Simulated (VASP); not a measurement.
# Cu (P6_3/mmc) in VASP: notebook

The runs below take Cu through single point, with r2SCAN.

Program: VASP 6.6.1. These are calculated values, not measurements. Logs are shortened: lines on timing, memory, paths and dates and some standing lists are left out, and cuts for length are marked.

## Step 1: The cell of the first run

Symmetry: P6_3/mmc, No. 194, hexagonal system. Conventional cell: a = 2.491 Å, b = 2.491 Å, c = 8.351 Å, α = 90.00°, β = 90.00°, γ = 120.00°. Within 3.3 Å of Cu (site symmetry -3m) lie 12 Cu at 2.49 to 2.54 Å. Cu (site symmetry -6m2) has 12 Cu at 2.49 to 2.54 Å within 3.3 Å.

This isn't the form of Cu at room conditions, which is fcc.

## Step 2: Single point, r2SCAN (biaxial strain in the a-b plane: -1.5 %, then relaxed in part)

POSCAR

```
Cu
1.0
    2.4913994174      0.0000000000      0.0000000000
   -1.2456997087      2.1576151865      0.0000000000
    0.0000000000      0.0000000000      8.3509738752
Cu
4
Direct
    0.0000000000      0.0000000000      0.0000000000
    0.3333333333      0.6666666667      0.2500000000
    0.0000000000      0.0000000000      0.5000000000
    0.6666666667      0.3333333333      0.7500000000
```

INCAR.step1

```
PREC = Accurate ; ENCUT = 660
ISMEAR = 0 ; SIGMA = 0.1
LREAL = False ; LASPH = True
NELM = 120 ; NBANDS = 30
GGA = PE ; ALGO = Normal
EDIFF = 1E-5 ; LWAVE = True
LCHARG = False ; GGA_COMPAT = False
```

INCAR.step2

```
PREC = Accurate ; ENCUT = 660
EDIFF = 1E-6 ; ISMEAR = 0
SIGMA = 0.1 ; LREAL = False
LASPH = True ; NELM = 120
ALGO = Normal ; ISIF = 2
LWAVE = False ; LCHARG = False
METAGGA = R2SCAN ; LMIXTAU = True
NBANDS = 30 ; ISTART = 1
GGA_COMPAT = False
```

KPOINTS

```
Automatic mesh
0
Gamma
  24 24 6
```

Potentials or basis: VASP PAW PBE potentials, release 64 (Cu).

The run is started by

```sh
$ cat potpaw_PBE.64/Cu/POTCAR > POTCAR
$ cp INCAR.step1 INCAR
$ mpirun -np 1 vasp_std > vasp.out
$ cp INCAR.step2 INCAR
$ mpirun -np 1 vasp_std > vasp.out
```

OUTCAR:

```text
PREC = Accurate
   ENCUT = 660
   EDIFF = 1E-6
   ISMEAR = 0
   LREAL = False
   LASPH = True
   NELM = 120
   ISIF = 2
   METAGGA = R2SCAN
   ISTART = 1

 ion  position               nearest neighbor table
   1  0.000  0.000  0.000-   2 2.54   4 2.54   4 2.54   2 2.54   4 2.54   2 2.54
   2  0.333  0.667  0.250-   1 2.54   3 2.54   1 2.54   3 2.54   1 2.54   3 2.54
   3  0.000  0.000  0.500-   2 2.54   4 2.54   4 2.54   2 2.54   4 2.54   2 2.54
   4  0.667  0.333  0.750-   1 2.54   3 2.54   1 2.54   3 2.54   1 2.54   3 2.54

  LATTYP: Found a hexagonal cell.
 ALAT       =     2.4913994174
 C/A-ratio  =     3.3519209392

  Lattice vectors:

 A1 = (   2.4913994174,   0.0000000000,   0.0000000000)
 A2 = (  -1.2456997087,   2.1576151865,   0.0000000000)
 A3 = (   0.0000000000,   0.0000000000,   8.3509738752)

Analysis of symmetry for initial positions (statically):
=====================================================================
 Subroutine PRICEL returns:
 Original cell was already a primitive cell.

 Routine SETGRP: Setting up the symmetry group for a
 hexagonal supercell.

 Subroutine GETGRP returns: Found 24 space group operations
 (whereof 12 operations were pure point group operations)
 out of a pool of 24 trial point group operations.

The static configuration has the point symmetry D_3d.
 The point group associated with its full space group is D_6h.

Analysis of symmetry for dynamics (positions and initial velocities):
=====================================================================
 Subroutine PRICEL returns:
 Original cell was already a primitive cell.

 Routine SETGRP: Setting up the symmetry group for a
 hexagonal supercell.

 Subroutine GETGRP returns: Found 24 space group operations
 (whereof 12 operations were pure point group operations)
 out of a pool of 24 trial point group operations.

The dynamic configuration has the point symmetry D_3d.
 The point group associated with its full space group is D_6h.

 Subroutine INISYM returns: Found 24 space group operations
 (whereof 12 operations are pure point group operations),
 and found     1 'primitive' translations

----------------------------------------------------------------------------------------

                                     Primitive cell

  volume of cell :      44.8905

  direct lattice vectors                    reciprocal lattice vectors
     2.491399417  0.000000000  0.000000000     0.401380844  0.231737338  0.000000000
    -1.245699709  2.157615187  0.000000000     0.000000000  0.463474676  0.000000000
     0.000000000  0.000000000  8.350973875     0.000000000  0.000000000  0.119746513

  length of vectors
     2.491399417  2.491399417  8.350973875     0.463474676  0.463474676  0.119746513

  position of ions in fractional coordinates (direct lattice)
     0.000000000  0.000000000  0.000000000
     0.333333333  0.666666667  0.250000000
     0.000000000  0.000000000  0.500000000
     0.666666667  0.333333333  0.750000000

  ion indices of the primitive-cell ions
   primitive index   ion index
                 1           1
                 2           2
                 3           3
                 4           4

----------------------------------------------------------------------------------------

 KPOINTS: Automatic mesh

Automatic generation of k-mesh.
 Grid dimensions read from file:
 generate k-points for:   24   24    6

 Generating k-lattice:

  Cartesian coordinates                     Fractional coordinates (reciprocal lattice)
     0.016724202  0.009655722  0.000000000     0.041666667  0.000000000  0.000000000
     0.000000000  0.019311445  0.000000000     0.000000000  0.041666667  0.000000000
     0.000000000  0.000000000  0.019957752     0.000000000  0.000000000  0.166666667

  Length of vectors
     0.019311445  0.019311445  0.019957752

  Shift w.r.t. Gamma in fractional coordinates (k-lattice)
     0.000000000  0.000000000  0.000000000

 Subroutine IBZKPT returns following result:
 ===========================================

 Found    244 irreducible k-points:

 Following reciprocal coordinates:
            Coordinates               Weight
  0.000000  0.000000  0.000000      1.000000
  0.041667 -0.000000  0.000000      6.000000
  0.083333 -0.000000  0.000000      6.000000
  0.125000 -0.000000  0.000000      6.000000
  0.166667 -0.000000  0.000000      6.000000
  0.208333 -0.000000  0.000000      6.000000
[... 16 lines left out ...]
  0.416667  0.041667  0.000000     12.000000
  0.458333  0.041667  0.000000     12.000000
 [... further k-points ...]
   k-points           NKPTS =    244   k-points in BZ     NKDIM =    244   number of bands    NBANDS=     30
   number of dos      NEDOS =    301   number of ions     NIONS =      4
   total plane-waves  NPLWV =  40320
   dimension x,y,z NGX =    24 NGY =   24 NGZ =   70
   dimension x,y,z NGXF=    48 NGYF=   48 NGZF=  140
   ions per type =               4
   NGX,Y,Z   is equivalent  to a cutoff of  16.01, 16.01, 13.94 a.u.
   NGXF,Y,Z  is equivalent  to a cutoff of  32.03, 32.03, 27.87 a.u.
 SYSTEM =  unknown system
   PREC   = accura    normal or accurate (medium, high low for compatibility)
   ISTART =      1    job   : 0-new  1-cont  2-samecut
   ICHARG =      0    charge: 1-file 2-atom 10-const
   ISPIN  =      1    spin polarized calculation?
   LNONCOLLINEAR =      F non collinear calculations
   LSORBIT =      F    spin-orbit coupling
   LASPH  =      T    aspherical Exc in radial PAW
   ENCUT  =  660.0 eV  48.51 Ry    6.96 a.u.   5.22  5.22 17.49*2*pi/ulx,y,z
   NELM   =    120;   NELMIN=  2; NELMDL=  0     # of ELM steps
   EDIFF  = 0.1E-05   stopping-criterion for ELM
   LREAL  =      F    real-space projection
   EDIFFG = 0.1E-04   stopping-criterion for IOM
   NSW    =      0    number of steps for IOM
   IBRION =     -1    ionic relax: 0-MD 1-quasi-New 2-CG
   NFREE  =      0    steps in history (QN), initial steepest desc. (CG)
   ISIF   =      2    stress and relaxation
   ISYM   =      2    0-nonsym 1-usesym 2-fastsym
   POTIM  = 0.5000    time-step for ionic-motion
   TEBEG  =    0.0;   TEEND  =   0.0 temperature during run
   PSTRESS=    0.0 pullay stress
   NELECT =      44.0000    total number of electrons
   NUPDOWN=      -1.0000    fix difference up-down
   EMIN   =  10.00;   EMAX   =-10.00  energy-range for DOS
   EFERMI =   0.00;   METHOD = LEGACY
   ISMEAR =     0;   SIGMA  =   0.10  broadening in eV -4-tet -1-fermi 0-gaus
   EFERMI_NEDOS =   21; number of points for ismear=-14 and -15
   IALGO  =     38    algorithm
   IMIX   =      4    mixing-type and parameters
     AMIX     =   0.40;   BMIX     =  1.00
     AMIX_MAG =   1.60;   BMIX_MAG =  1.00
  volume/ion in A,a.u.               =      11.22        75.73
  Fermi-wavevector in a.u.,A,eV,Ry     =   1.626201  3.073074 35.981012  2.644530
  Thomas-Fermi vector in A             =   2.719199
   LORBIT       =      0    0 simple, 1 ext, 2 COOP (PROOUT), +10 PAW based schemes
   METAGGA = R2SCAN    functional components
   LHFCALC =     F    Hartree Fock is set to
   AEXX    =    0.0000 exact exchange contribution
   IVDW    =     0    specifies the selected vdW correction
   LEPSILON=     F    determine dielectric tensor
   LRPA    =     F    only Hartree local field effects (RPA)
 non-spin polarized calculation
 Gauss-broadening in eV      SIGMA  =   0.10
  energy-cutoff  :      660.00
  volume of cell :       44.89
 maximum number of plane-waves:      1752
 NGX is ok and might be reduce to    24
   NGX = 11   NGY = 11   NGZ = 35

 number of electron      43.9999987 magnetization

 Free energy of the ion-electron system (eV)
  ---------------------------------------------------
  ext. energy  EPLUGINS =         0.00000000
  ---------------------------------------------------
  free energy    TOTEN  =       -43.27007068 eV

  energy without entropy =      -43.26554677  energy(sigma->0) =      -43.26780872

 E-fermi :   8.0517     XC(G=0): -14.0907

 val. band max:        8.0429720837   @ k =   0.4583   0.0417   0.5000
 cond. band min:       8.0522564140   @ k =   0.4167   0.0417   0.0000
 fundamental gap:      0.0092843302
 Fermi energy:         8.0516863666

 k-point     1 :       0.0000    0.0000    0.0000
  band No.  band energies     occupation
      1      -2.0367      2.00000
      2       0.1594      2.00000
      3       0.1644      2.00000
      4       2.4469      2.00000
      5       4.3974      2.00000
      6       4.4007      2.00000
[... 22 lines left out ...]
     29      31.3538      0.00000
     30      32.2048      0.00000

 k-point     2 :       0.0417   -0.0000    0.0000
  band No.  band energies     occupation
      1      -1.9749      2.00000
      2       0.2150      2.00000
      3       0.2200      2.00000
      4       2.4852      2.00000
      5       4.3717      2.00000
      6       4.3877      2.00000
[... 22 lines left out ...]
     29      30.9546      0.00000
     30      31.0024      0.00000

 k-point     3 :       0.0833   -0.0000    0.0000
  band No.  band energies     occupation
      1      -1.7903      2.00000
      2       0.3793      2.00000
      3       0.3842      2.00000
      4       2.5963      2.00000
      5       4.3047      2.00000
      6       4.3522      2.00000
[... 22 lines left out ...]
     29      29.6683      0.00000
     30      29.6963      0.00000

 k-point     4 :       0.1250   -0.0000    0.0000
  band No.  band energies     occupation
      1      -1.4862      2.00000
      2       0.6449      2.00000
      3       0.6496      2.00000
      4       2.7684      2.00000
      5       4.2161      2.00000
      6       4.3003      2.00000
[... 22 lines left out ...]
     29      27.7903      0.00000
     30      27.8046      0.00000

 k-point     5 :       0.1667   -0.0000    0.0000
  band No.  band energies     occupation
      1      -1.0688      2.00000
      2       0.9969      2.00000
      3       1.0013      2.00000
      4       2.9785      2.00000
      5       4.1230      2.00000
      6       4.2307      2.00000
[... 22 lines left out ...]
     29      25.7531      0.00000
     30      25.7993      0.00000
[... 526 lines left out ...]
     29      22.8247      0.00000
     30      22.9394      0.00000

 k-point    22 :       0.3750    0.0417    0.0000
  band No.  band energies     occupation
      1       2.2448      2.00000
      2       2.6390      2.00000
      3       2.7390      2.00000
      4       3.2509      2.00000
      5       3.5746      2.00000
      6       3.7143      2.00000
[... 22 lines left out ...]
     29      21.4356      0.00000
     30      21.8262      0.00000

 k-point    23 :       0.4167    0.0417    0.0000
  band No.  band energies     occupation
      1       2.4993      2.00000
      2       2.6620      2.00000
      3       2.8875      2.00000
      4       3.2042      2.00000
      5       3.5400      2.00000
      6       3.6658      2.00000
[... 22 lines left out ...]
     29      20.0560      0.00000
     30      20.4995      0.00000

 k-point    24 :       0.4583    0.0417    0.0000
  band No.  band energies     occupation
      1       2.5716      2.00000
      2       2.6653      2.00000
      3       2.9864      2.00000
      4       3.1868      2.00000
      5       3.5203      2.00000
      6       3.6476      2.00000
[... 22 lines left out ...]
     29      18.9079      0.00000
     30      19.3990      0.00000

 [... further k-points ...]

------------------------ aborting loop because EDIFF is reached ----------------------------------------

  FORCE on cell =-STRESS in cart. coord.  units (eV):
  Direction    XX          YY          ZZ          XY          YZ          ZX
  --------------------------------------------------------------------------------------
  -------------------------------------------------------------------------------------
  Total        1.5988780      1.5988780      0.1378758      0.0000000      0.0000000      0.0000000
  in kB       57.0652118     57.0652118      4.9208945      0.0000000      0.0000000      0.0000000
  external PRESSURE =      39.6837727 kB  Pullay stress =       0.0000000 kB

 VOLUME and BASIS-vectors are now :
 -----------------------------------------------------------------------------
  energy-cutoff  :      660.00
  volume of cell :       44.89
      direct lattice vectors                 reciprocal lattice vectors
     2.491399417  0.000000000  0.000000000     0.401380844  0.231737338  0.000000000
    -1.245699709  2.157615187  0.000000000     0.000000000  0.463474676  0.000000000
     0.000000000  0.000000000  8.350973875     0.000000000  0.000000000  0.119746513

 POSITION                                       TOTAL-FORCE (eV/Angst)
 -----------------------------------------------------------------------------------
      0.00000      0.00000      0.00000        -0.000000      0.000000      0.000000
     -0.00000      1.43841      2.08774        -0.000000     -0.000000      0.000000
      0.00000      0.00000      4.17549        -0.000000      0.000000      0.000000
      1.24570      0.71921      6.26323         0.000000      0.000000     -0.000000
 -----------------------------------------------------------------------------------
    total drift:                               -0.000000      0.000000      0.000000

  FREE ENERGIE OF THE ION-ELECTRON SYSTEM (eV)
  ---------------------------------------------------
  free  energy   TOTEN  =       -43.2700706801 eV

  energy  without entropy=      -43.2655467688  energy(sigma->0) =      -43.26780872
```

It took 12 min on 1 thread of Intel Xeon 6975P-C (Granite Rapids), shared host; peak memory 0.44 GiB.

Results:

```yaml
Free_energy: -43.2701 eV
Pressure: 4.0 GPa
Band_gap_on_the_k_mesh: zero (bands 22 and 23 overlap by 5.70 eV)
```

Caveat: the cell differs from its parent crystal (biaxial strain in the a-b plane: -1.5 %, then relaxed in part); the stress differs along the axes, from 0 to 6 GPa; the PAW data sets were made with another functional, which shifts forces and pressure a little.

## Step 3: Single point, r2SCAN

This run uses another cell than the first one, of 9.23 Å³/atom.

POSCAR

```
Cu
1.0
    2.3533483971      0.0000000000      0.0000000000
   -1.1766741985      2.0380594958      0.0000000000
    0.0000000000      0.0000000000      7.6935279681
Cu
4
Direct
    0.0000000000      0.0000000000      0.0000000000
    0.3333333333      0.6666666667      0.2500000000
    0.0000000000      0.0000000000      0.5000000000
    0.6666666667      0.3333333333      0.7500000000
```

INCAR.step1

```
SYSTEM = Cu
PREC = Accurate ; ENCUT = 520
ISMEAR = 0 ; SIGMA = 0.1
LREAL = .FALSE. ; LASPH = .TRUE.
NELM = 60 ; NBANDS = 30
GGA = PE ; ALGO = Normal
EDIFF = 1E-4 ; LWAVE = .TRUE.
LCHARG = .FALSE.
```

INCAR.step2

```
SYSTEM = Cu
PREC = Accurate ; ENCUT = 520
EDIFF = 1E-6 ; ISMEAR = 0
SIGMA = 0.1 ; LREAL = .FALSE.
LASPH = .TRUE. ; NELM = 60
ALGO = Normal ; ISIF = 2
LWAVE = .FALSE. ; LCHARG = .TRUE.
METAGGA = R2SCAN ; LMIXTAU = .TRUE.
LELF = .TRUE. ; LVHAR = .TRUE.
NBANDS = 30 ; ISTART = 1
```

KPOINTS

```
Automatic mesh
0
G
  24 24 6
  0 0 0
```

Potentials or basis: VASP PAW PBE potentials, release 64 (Cu).

The run is started by

```sh
$ cat potpaw_PBE.64/Cu/POTCAR > POTCAR
$ cp INCAR.step1 INCAR
$ mpirun -np 1 vasp_std > vasp.out
$ cp INCAR.step2 INCAR
$ mpirun -np 1 vasp_std > vasp.out
```

Run time: 11 min. Hardware: 1 thread of AMD EPYC 9R45 (Zen 5), shared host; peak memory 0.28 GiB.

Results (log left out):

```
Free energy            : -41.8942 eV
Pressure               : 61.1 GPa
Band gap on the k mesh : zero (bands 22 and 23 overlap by 6.27 eV)
```

Stress tensor (GPa, compression positive):
```
61.08  0.00  0.00
 0.00 61.08  0.00
 0.00  0.00 61.18
```

Levels at points of the mesh, in eV from the Fermi level:
| k point | band 20 | band 21 | band 22 | band 23 | band 24 | band 25 |
| --- | --- | --- | --- | --- | --- | --- |
| (0.00, 0.00, 0.00) | -2.53 | -2.53 | -2.12 | -2.12 | -1.92 | 5.37 |
| (0.50, 0.00, 0.00) | -1.88 | -1.27 | 0.02 | 1.23 | 1.94 | 6.27 |
| (0.00, 0.00, 0.50) | -2.96 | -2.29 | -2.29 | -2.29 | -2.29 | 8.81 |
| (0.50, 0.00, 0.50) | -1.92 | -0.12 | -0.12 | 1.61 | 1.61 | 6.70 |

Caveat: the cell stands under pressure; the PAW data sets were made with another functional, which shifts forces and pressure a little.

(Continued in part 2 of 2.)
